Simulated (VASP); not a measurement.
# SiO2 in VASP: further runs

The runs below take SiO2 through single point, relaxation of cell and atoms, with PBE.

Everything below comes from runs of VASP 6.6.1. Logs are shortened: lines on timing, memory, paths and dates and some standing lists are left out, and cuts for length are marked.

### 1 The cell of the first run

Symmetry: I4_1/amd, No. 141, tetragonal system. The conventional cell has a = 3.527 Å, b = 3.527 Å, c = 8.520 Å, α = 90.00°, β = 90.00°, γ = 90.00°. Within 2.4 Å of Si (site symmetry -4m2) lie 6 O at 1.77 to 1.80 Å. O (site symmetry 2mm) has 3 Si at 1.77 to 1.80 Å and 2 O at 2.26 Å within 2.4 Å.

### 2 Single point, PBE

Input file INCAR:

```
PREC     = Accurate       # precision mode
ENCUT    = 520            # plane-wave cutoff, eV
EDIFF    = 1E-6           # SCF threshold, eV
ISMEAR   = 0              # smearing method
SIGMA    = 0.02           # smearing width, eV
LREAL    = False          # projectors in reciprocal space
LASPH    = True           # aspherical terms in the spheres
NELM     = 80             # most SCF steps
ALGO     = Normal         # electronic algorithm
ISIF     = 2              # what is computed and relaxed
LWAVE    = False          # write WAVECAR
LCHARG   = False          # write CHGCAR
GGA      = PE             # functional
NBANDS   = 25             # bands
```

Input file KPOINTS:

```
Automatic mesh
0
Gamma
  10 10 10
```

Input file POSCAR:

```
SiO2
1.0
   -1.7633636022      1.7633636022      4.2602399400
    1.7633636022     -1.7633636022      4.2602399400
    1.7633636022      1.7633636022     -4.2602399400
Si O
2 4
Direct
    0.0000000000      0.0000000000      0.0000000000
    0.7500000000      0.2500000000      0.5000000000
    0.7921739404      0.7921739404      0.0000000000
    0.9578260596      0.4578260596      0.5000000000
    0.5421739404      0.0421739404      0.5000000000
    0.2078260596      0.2078260596      0.0000000000
```

Potentials or basis: VASP PAW PBE potentials, release 64 (Si, O).

The run is started by

```bash
$ cat potpaw_PBE.64/Si/POTCAR potpaw_PBE.64/O/POTCAR > POTCAR
$ mpirun -np 1 vasp_std > vasp.out
```

OUTCAR:

```text
PREC = Accurate
   ENCUT = 520
   EDIFF = 1E-6
   ISMEAR = 0
   LREAL = False
   LASPH = True
   NELM = 80
   ISIF = 2
   GGA = PE

 ion  position               nearest neighbor table
   1  0.000  0.000  0.000-   3 1.77   6 1.77   4 1.80   5 1.80   5 1.80   4 1.80   2 2.77   2 2.77
                             2 2.77   2 2.77
   2  0.750  0.250  0.500-   4 1.77   5 1.77   3 1.80   6 1.80   3 1.80   6 1.80   1 2.77   1 2.77
                             1 2.77   1 2.77
   3  0.792  0.792  0.000-   1 1.77   2 1.80   2 1.80
   4  0.958  0.458  0.500-   2 1.77   1 1.80   1 1.80
   5  0.542  0.042  0.500-   2 1.77   1 1.80   1 1.80
   6  0.208  0.208  0.000-   1 1.77   2 1.80   2 1.80

  LATTYP: Found a body centered tetragonal cell.
 ALAT       =     3.5267272044
 C/A-ratio  =     2.4159736169

  Lattice vectors:

 A1 = (  -1.7633636022,   1.7633636022,   4.2602399400)
 A2 = (   1.7633636022,  -1.7633636022,   4.2602399400)
 A3 = (   1.7633636022,   1.7633636022,  -4.2602399400)

Analysis of symmetry for initial positions (statically):
=====================================================================
 Subroutine PRICEL returns:
 Original cell was already a primitive cell.

 Routine SETGRP: Setting up the symmetry group for a
 body centered tetragonal supercell.

 Subroutine GETGRP returns: Found 16 space group operations
 (whereof  8 operations were pure point group operations)
 out of a pool of 16 trial point group operations.

The static configuration has the point symmetry D_2d.
 The point group associated with its full space group is D_4h.

Analysis of symmetry for dynamics (positions and initial velocities):
=====================================================================
 Subroutine PRICEL returns:
 Original cell was already a primitive cell.

 Routine SETGRP: Setting up the symmetry group for a
 body centered tetragonal supercell.

 Subroutine GETGRP returns: Found 16 space group operations
 (whereof  8 operations were pure point group operations)
 out of a pool of 16 trial point group operations.

The dynamic configuration has the point symmetry D_2d.
 The point group associated with its full space group is D_4h.

 Subroutine INISYM returns: Found 16 space group operations
 (whereof  8 operations are pure point group operations),
 and found     1 'primitive' translations

----------------------------------------------------------------------------------------

                                     Primitive cell

  volume of cell :      52.9880

  direct lattice vectors                    reciprocal lattice vectors
    -1.763363602  1.763363602  4.260239940     0.000000000  0.283549008  0.117364282
     1.763363602 -1.763363602  4.260239940     0.283549008  0.000000000  0.117364282
     1.763363602  1.763363602 -4.260239940     0.283549008  0.283549008  0.000000000

  length of vectors
     4.936450824  4.936450824  4.936450824     0.306878501  0.306878501  0.400998853

  position of ions in fractional coordinates (direct lattice)
     0.000000000  0.000000000  0.000000000
     0.750000000  0.250000000  0.500000000
     0.792173940  0.792173940  0.000000000
     0.957826060  0.457826060  0.500000000
     0.542173940  0.042173940  0.500000000
     0.207826060  0.207826060  0.000000000

  ion indices of the primitive-cell ions
   primitive index   ion index
                 1           1
                 2           2
                 3           3
                 4           4
                 5           5
                 6           6

----------------------------------------------------------------------------------------

 KPOINTS: Automatic mesh

Automatic generation of k-mesh.
 Grid dimensions read from file:
 generate k-points for:   10   10   10

 Generating k-lattice:

  Cartesian coordinates                     Fractional coordinates (reciprocal lattice)
     0.000000000  0.028354901  0.011736428     0.100000000  0.000000000  0.000000000
     0.028354901  0.000000000  0.011736428     0.000000000  0.100000000  0.000000000
     0.028354901  0.028354901  0.000000000     0.000000000  0.000000000  0.100000000

  Length of vectors
     0.030687850  0.030687850  0.040099885

  Shift w.r.t. Gamma in fractional coordinates (k-lattice)
     0.000000000  0.000000000  0.000000000

 Subroutine IBZKPT returns following result:
 ===========================================

 Found    102 irreducible k-points:

 Following reciprocal coordinates:
            Coordinates               Weight
  0.000000  0.000000  0.000000      1.000000
  0.100000  0.000000 -0.000000      8.000000
  0.200000  0.000000 -0.000000      8.000000
  0.300000  0.000000  0.000000      8.000000
  0.400000  0.000000 -0.000000      8.000000
  0.500000  0.000000 -0.000000      4.000000
[... 16 lines left out ...]
  0.300000  0.300000  0.000000      8.000000
  0.400000  0.300000 -0.000000     16.000000
 [... further k-points ...]
   k-points           NKPTS =    102   k-points in BZ     NKDIM =    102   number of bands    NBANDS=     25
   number of dos      NEDOS =    301   number of ions     NIONS =      6
   total plane-waves  NPLWV =  64000
   dimension x,y,z NGX =    40 NGY =   40 NGZ =   40
   dimension x,y,z NGXF=    80 NGYF=   80 NGZF=   80
   ions per type =               2   4
   NGX,Y,Z   is equivalent  to a cutoff of  13.47, 13.47, 13.47 a.u.
   NGXF,Y,Z  is equivalent  to a cutoff of  26.94, 26.94, 26.94 a.u.
 SYSTEM =  unknown system
   PREC   = accura    normal or accurate (medium, high low for compatibility)
   ISTART =      0    job   : 0-new  1-cont  2-samecut
   ICHARG =      2    charge: 1-file 2-atom 10-const
   ISPIN  =      1    spin polarized calculation?
   LNONCOLLINEAR =      F non collinear calculations
   LSORBIT =      F    spin-orbit coupling
   LASPH  =      T    aspherical Exc in radial PAW
   ENCUT  =  520.0 eV  38.22 Ry    6.18 a.u.   9.18  9.18  9.18*2*pi/ulx,y,z
   NELM   =     80;   NELMIN=  2; NELMDL= -5     # of ELM steps
   EDIFF  = 0.1E-05   stopping-criterion for ELM
   LREAL  =      F    real-space projection
   EDIFFG = 0.1E-04   stopping-criterion for IOM
   NSW    =      0    number of steps for IOM
   IBRION =     -1    ionic relax: 0-MD 1-quasi-New 2-CG
   NFREE  =      0    steps in history (QN), initial steepest desc. (CG)
   ISIF   =      2    stress and relaxation
   ISYM   =      2    0-nonsym 1-usesym 2-fastsym
   POTIM  = 0.5000    time-step for ionic-motion
   TEBEG  =    0.0;   TEEND  =   0.0 temperature during run
   PSTRESS=    0.0 pullay stress
   NELECT =      32.0000    total number of electrons
   NUPDOWN=      -1.0000    fix difference up-down
   EMIN   =  10.00;   EMAX   =-10.00  energy-range for DOS
   EFERMI =   0.00;   METHOD = LEGACY
   ISMEAR =     0;   SIGMA  =   0.02  broadening in eV -4-tet -1-fermi 0-gaus
   EFERMI_NEDOS =   21; number of points for ismear=-14 and -15
   IALGO  =     38    algorithm
   IMIX   =      4    mixing-type and parameters
     AMIX     =   0.40;   BMIX     =  1.00
     AMIX_MAG =   1.60;   BMIX_MAG =  1.00
  volume/ion in A,a.u.               =       8.83        59.60
  Fermi-wavevector in a.u.,A,eV,Ry     =   1.383775  2.614956 26.052897  1.914834
  Thomas-Fermi vector in A             =   2.508342
   LORBIT       =      0    0 simple, 1 ext, 2 COOP (PROOUT), +10 PAW based schemes
   GGA     = PE    functional components
   LHFCALC =     F    Hartree Fock is set to
   AEXX    =    0.0000 exact exchange contribution
   IVDW    =     0    specifies the selected vdW correction
   LEPSILON=     F    determine dielectric tensor
   LRPA    =     F    only Hartree local field effects (RPA)
 non-spin polarized calculation
 Gauss-broadening in eV      SIGMA  =   0.02
  energy-cutoff  :      520.00
  volume of cell :       52.99
 maximum number of plane-waves:      1452
 NGX is ok and might be reduce to    40
   NGX = 19   NGY = 19   NGZ = 19

 number of electron      32.0000004 magnetization

 Free energy of the ion-electron system (eV)
  ---------------------------------------------------
  ext. energy  EPLUGINS =         0.00000000
  ---------------------------------------------------
  free energy    TOTEN  =       -46.03825935 eV

  energy without entropy =      -46.03825935  energy(sigma->0) =      -46.03825935

 E-fermi :   5.7637     XC(G=0): -11.3734

 val. band max:        5.6839850246   @ k =  -0.4000   0.4000   0.0000
 cond. band min:      11.4651691370   @ k =   0.0000   0.0000   0.0000
 fundamental gap:      5.7811841125
 Fermi energy:         5.7636530958

 k-point     1 :       0.0000    0.0000    0.0000
  band No.  band energies     occupation
      1     -15.6234      2.00000
      2     -12.7658      2.00000
      3     -11.6913      2.00000
      4     -10.9253      2.00000
      5      -1.7761      2.00000
      6      -1.7761      2.00000
[... 17 lines left out ...]
     24      19.3520      0.00000
     25      19.5553      0.00000

 k-point     2 :       0.1000    0.0000   -0.0000
  band No.  band energies     occupation
      1     -15.5460      2.00000
      2     -12.8155      2.00000
      3     -11.6604      2.00000
      4     -11.0108      2.00000
      5      -2.1646      2.00000
      6      -1.7732      2.00000
[... 17 lines left out ...]
     24      19.3811      0.00000
     25      19.5678      0.00000

 k-point     3 :       0.2000    0.0000   -0.0000
  band No.  band energies     occupation
      1     -15.3227      2.00000
      2     -12.9254      2.00000
      3     -11.6576      2.00000
      4     -11.2104      2.00000
      5      -2.5852      2.00000
      6      -1.7605      2.00000
[... 552 lines left out ...]
 k-point    23 :       0.3000    0.3000    0.0000
  band No.  band energies     occupation
      1     -14.2080      2.00000
      2     -13.2553      2.00000
      3     -11.9732      2.00000
      4     -11.8889      2.00000
      5      -3.6413      2.00000
      6      -2.0430      2.00000
[... 17 lines left out ...]
     24      19.4821      0.00000
     25      20.6638      0.00000

 k-point    24 :       0.4000    0.3000   -0.0000
  band No.  band energies     occupation
      1     -13.8567      2.00000
      2     -13.1831      2.00000
      3     -12.3887      2.00000
      4     -11.9044      2.00000
      5      -3.7008      2.00000
      6      -2.5082      2.00000
[... 17 lines left out ...]
     24      19.7599      0.00000
     25      20.3949      0.00000

 [... further k-points ...]
[... 5 lines left out ...]
  --------------------------------------------------------------------------------------
  -------------------------------------------------------------------------------------
  Total       -0.0145271     -0.0145271      0.1609852      0.0000000      0.0000000      0.0000000
  in kB       -0.4392491     -0.4392491      4.8676420      0.0000000      0.0000000      0.0000000
  external PRESSURE =       1.3297146 kB  Pullay stress =       0.0000000 kB

 VOLUME and BASIS-vectors are now :
 -----------------------------------------------------------------------------
  energy-cutoff  :      520.00
  volume of cell :       52.99
      direct lattice vectors                 reciprocal lattice vectors
    -1.763363602  1.763363602  4.260239940     0.000000000  0.283549008  0.117364282
     1.763363602 -1.763363602  4.260239940     0.283549008  0.000000000  0.117364282
     1.763363602  1.763363602 -4.260239940     0.283549008  0.283549008  0.000000000

 POSITION                                       TOTAL-FORCE (eV/Angst)
 -----------------------------------------------------------------------------------
      0.00000      0.00000      0.00000        -0.000000     -0.000000     -0.000000
      0.00000      1.76336      2.13012        -0.000000     -0.000000      0.000000
      0.00000      0.00000      6.74970         0.000000     -0.000000     -0.005525
      0.00000      1.76336      3.90090        -0.000000      0.000000      0.005525
      0.00000      1.76336      0.35934        -0.000000      0.000000     -0.005525
      0.00000      0.00000      1.77078         0.000000     -0.000000      0.005525
 -----------------------------------------------------------------------------------
    total drift:                                0.000000      0.000000     -0.000000

  FREE ENERGIE OF THE ION-ELECTRON SYSTEM (eV)
  ---------------------------------------------------
  free  energy   TOTEN  =       -46.0382593458 eV

  energy  without entropy=      -46.0382593458  energy(sigma->0) =      -46.03825935
```

Run time: 93 s. Hardware: 1 thread of Intel Xeon 6975P-C (Granite Rapids), shared host; peak memory 0.28 GiB.

What came out:

```yaml
Free_energy: -46.0383 eV
Pressure: 0.1 GPa
Largest_force: 0.006 eV/Å
Band_gap_on_the_k_mesh: 5.78 eV, indirect (least direct gap 6.43 eV)
```

Forces on the atoms (eV/Å):
```
Si   0.000  0.000  0.000
Si   0.000  0.000  0.000
O    0.000  0.000 -0.006
O    0.000  0.000  0.006
O    0.000  0.000 -0.006
O    0.000  0.000  0.006
```

Stress tensor (GPa, compression positive):
```
-0.04  0.00  0.00
 0.00 -0.04  0.00
 0.00  0.00  0.49
```

[end of part 1 of 2]
